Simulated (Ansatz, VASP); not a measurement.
## Al in VASP and in Ansatz

```
Al
1.0
     9.48430    0.00000    0.00000
     0.00000    2.83808    0.00000
     0.00000    0.00000    4.94080
Al
8
Cartesian
  0.0000 1.4190 4.1165
  4.7422 1.4190 4.1167
  0.0000 0.0000 1.6461
  4.7422 0.0000 1.6463
  7.1132 1.4190 0.8242
  2.3711 1.4190 0.8242
  7.1132 2.8381 3.2946
  2.3711 0.0000 3.2946
```

Alike in both runs: functional PBE; k mesh 4 × 14 × 8; occupations gaussian, width 0.1 eV; no spin polarisation.

Ansatz relaxed the structure, and its values are those at the end. VASP's run is a single point on that final structure, the one shown.

```csv
,VASP,Ansatz
version,VASP 6.6.1,Ansatz 0.2.0
potentials or method,"VASP PAW PBE potentials, release 64 (Al), cutoff 520 eV","scalar-relativistic, plane waves, PAW"
valence electrons in the cell,24,24
```

|  | VASP | Ansatz | Ansatz less VASP |
| --- | --- | --- | --- |
| gap on the k mesh at the Fermi level (eV) | none | none | - |
| pressure (GPa) | 0.0 | 0.0 | +0.03 |

A gap of «none» marks a metal or a gap that the smearing closes.
